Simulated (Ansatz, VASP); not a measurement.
One calculation of AlN, two programs

Contents of INCAR:

```
PREC = Accurate
ENCUT = 600
EDIFF = 1E-6
ISMEAR = 1
SIGMA = 0.05
LREAL = F
LASPH = T
NELM = 120
ALGO = Normal
ISIF = 2
LWAVE = F
LCHARG = F
NBANDS = 11
GGA_COMPAT = F
```

File KPOINTS:

```
regular mesh
0
Gamma
  10 10 10
```

The input POSCAR:

```
AlN
1.0
    0.0000000000      2.1010503061      2.1010503061
    2.1010503061      0.0000000000      2.1010503061
    2.1010503061      2.1010503061      0.0000000000
Al N
1 1
Direct
    0.0000000000      0.0000000000      0.0000000000
    0.7500000000      0.7500000000      0.7500000000
```

Input for Ansatz:

```yaml
crystal:
  lattice:
    - [0.0, 2.1010503061, 2.1010503061]
    - [2.1010503061, 0.0, 2.1010503061]
    - [2.1010503061, 2.1010503061, 0.0]
  atoms:
    - { symbol: Al, position: [0.0, 0.0, 0.0] }
    - { symbol: "N", position: [0.75, 0.75, 0.75] }
basis:
  ecutwfc: 420
kpoints:
  mp_grid: { grid: [10, 10, 10] }
hamiltonian:
  xc: lda
scf:
  occupations: { method: methfessel_paxton, width: 0.05 }
output:
  forces: true
  eigenvalues: true
  stress: true
```

Alike in both runs: task single point; functional LDA; k mesh 10 × 10 × 10; occupations methfessel-paxton of order 1, width 0.05 eV; no spin polarisation.

|  | VASP | Ansatz |
| --- | --- | --- |
| version | VASP 6.6.1 | Ansatz 0.2.0 |
| potentials or method | VASP PAW LDA potentials, release 64 (Al, N), cutoff 600 eV | scalar-relativistic, plane waves, PAW |
| valence electrons in the cell | 8 | 8 |

Ansatz gave:

- gap on the k mesh at the Fermi level (eV): 3.29
- pressure (GPa): 25.0

**Question.** Which values does VASP return?

**Answer.** gap on the k mesh at the Fermi level (eV): 3.27; pressure (GPa): 26.0.

LDA's correlation is that of Perdew and Zunger in VASP and of Perdew and Wang (1992) in Ansatz.
